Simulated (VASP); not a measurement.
Input of a VASP 6.6.1 run:

Contents of POSCAR:

```
WC
1.0
    0.0000000000      2.1926840000      2.1926840000
    2.1926840000      0.0000000000      2.1926840000
    2.1926840000      2.1926840000      0.0000000000
W C
1 1
Direct
   -0.0201552863      0.0000000000      0.0000000000
    0.5000000000      0.5000000000      0.5000000000
```

Contents of INCAR.step1:

```
ALGO = Normal
EDIFF = 1E-4
ENCUT = 520
GGA = PE
ISMEAR = 0
LASPH = True
LCHARG = False
LREAL = False
LWAVE = True
NBANDS = 16
NELM = 80
PREC = Accurate
SIGMA = 0.15
```

Contents of INCAR.step2:

```
ALGO = Normal
EDIFF = 1E-6
ENCUT = 520
ISIF = 2
ISMEAR = 0
ISTART = 1
LASPH = True
LCHARG = False
LMIXTAU = True
LREAL = False
LWAVE = False
METAGGA = R2SCAN
NBANDS = 16
NELM = 80
PREC = Accurate
SIGMA = 0.15
```

The input KPOINTS:

```
k-points
0
Gamma
  18 18 18
```

Potentials or basis: VASP PAW PBE potentials, release 64 (W_sv, C).

Launch:

```bash
$ cat potpaw_PBE.64/W_sv/POTCAR potpaw_PBE.64/C/POTCAR > POTCAR
$ cp INCAR.step1 INCAR
$ mpirun -np 1 vasp_std > vasp.out
$ cp INCAR.step2 INCAR
$ mpirun -np 1 vasp_std > vasp.out
```

**Question.** What does it give for the pressure?

**Answer.** -3.0 GPa.

**Question.** Estimate the band gap on the k mesh.

**Answer.** Zero (bands 9 and 10 overlap by 3.27 eV).

**Question.** What does it give for the largest force?

**Answer.** 0.349 eV/Å.

Forces on the atoms (eV/Å):
```
W    0.000  0.247  0.247
C    0.000 -0.247 -0.247
```

Caveat: the cell differs from its parent crystal (all W atoms moved +0.062 Å, as atom 1 towards its neighbour atom 1 (W) at 3.101 Å); the cell stands under tension; the PAW data sets were made with another functional, which shifts forces and pressure a little; spin-orbit coupling is left out, which moves the levels of the heavy elements.
